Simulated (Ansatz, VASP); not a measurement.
## V: VASP beside Ansatz

File POSCAR:

```
V
1.0
    2.6553716605      0.0000000000      0.0000000000
   -1.3276858302      2.2996193144      0.0000000000
    0.0000000000      0.0000000000      4.8159739502
V
2
Direct
    0.3333333333      0.6666666667      0.2500000000
    0.6666666667      0.3333333333      0.7500000000
```

INCAR.step1

```
SYSTEM = V
PREC     = Accurate       ! precision mode
ENCUT    = 520            ! plane-wave cutoff, eV
ISMEAR   = -1             ! smearing method
SIGMA    = 0.05           ! smearing width, eV
LREAL    = .FALSE.        ! projectors in reciprocal space
LASPH    = .TRUE.         ! aspherical terms in the spheres
NELM     = 150            ! most SCF steps
ISPIN    = 2              ! spin polarisation
MAGMOM   = 2 2            ! initial moments
LMAXMIX  = 4              ! l up to which the mixer works
NBANDS   = 24             ! bands
GGA      = PE             ! functional
ALGO     = Normal         ! electronic algorithm
EDIFF    = 1E-4           ! SCF threshold, eV
LWAVE    = .TRUE.         ! write WAVECAR
LCHARG   = .FALSE.        ! write CHGCAR
```

Contents of INCAR.step2:

```
SYSTEM = V
PREC     = Accurate       ! precision mode
ENCUT    = 520            ! plane-wave cutoff, eV
EDIFF    = 1E-6           ! SCF threshold, eV
ISMEAR   = -1             ! smearing method
SIGMA    = 0.05           ! smearing width, eV
LREAL    = .FALSE.        ! projectors in reciprocal space
LASPH    = .TRUE.         ! aspherical terms in the spheres
NELM     = 150            ! most SCF steps
ALGO     = Normal         ! electronic algorithm
ISIF     = 2              ! what is computed and relaxed
LWAVE    = .FALSE.        ! write WAVECAR
LCHARG   = .FALSE.        ! write CHGCAR
ISPIN    = 2              ! spin polarisation
MAGMOM   = 2 2            ! initial moments
LORBIT   = 11             ! projections on sites
LMAXMIX  = 4              ! l up to which the mixer works
METAGGA  = R2SCAN         ! meta-GGA
LMIXTAU  = .TRUE.       
NBANDS   = 24             ! bands
ISTART   = 1
```

Contents of KPOINTS:

```
Automatic mesh
0
G
  12 12 6
  0 0 0
```

The input input.yaml:

```yaml
crystal:
  lattice:
    - [2.6553716605, 0.0, 0.0]
    - [-1.3276858302, 2.2996193144, 0.0]
    - [0.0, 0.0, 4.8159739502]
  atoms:
    - { symbol: V, position: [0.3333333333, 0.6666666667, 0.25], spin: 2.0 }
    - { symbol: V, position: [0.6666666667, 0.3333333333, 0.75], spin: 2.0 }
hamiltonian:
  xc: r2scan
  pseudopotentials: { kind: paw }
magnetization:
  spin_polarized: true
kpoints:
  mp_grid: { grid: [12, 12, 6] }
scf:
  occupations: { method: fermi_dirac, width: 0.05 }
output:
  forces: true
  stress: true
  eigenvalues: true
```

Alike in both runs: task single point; functional r2SCAN; k mesh 12 × 12 × 6; occupations fermi-dirac, width 0.05 eV; collinear spin.

|  | VASP | Ansatz |
| --- | --- | --- |
| version | VASP 6.6.1 | Ansatz 0.2.0 |
| potentials or method | VASP PAW PBE potentials, release 64 (V_sv) | Ansatz PAW |
| plane-wave cutoff (eV) | 520 | 500 |
| valence electrons in the cell | 26 | 26 |

Ansatz gave:

- gap on the k mesh at the Fermi level (eV): none
- pressure (GPa): -10.7
- traceless stress, the component that is largest in VASP (GPa): -1.59
- net moment per atom (μB): 0.50
- size of the moment on the site where the two differ most (μB): 0.42

**Question.** Which values does VASP return?

**Answer.** gap on the k mesh at the Fermi level (eV): none; pressure (GPa): -11.6; traceless stress, the component that is largest in VASP (GPa): -0.80; net moment per atom (μB): 0.00; size of the moment on the site where the two differ most (μB): 0.00.

The net moments are unlike, so the other rows may belong to different states. VASP's potentials were made for PBE, not for r2SCAN. Site moments also hang on the region over which each program counts them. A gap of «none» marks a metal or a gap that the smearing closes.

Noted on Ansatz's run: the magnetic or orbital state may not be the lowest.
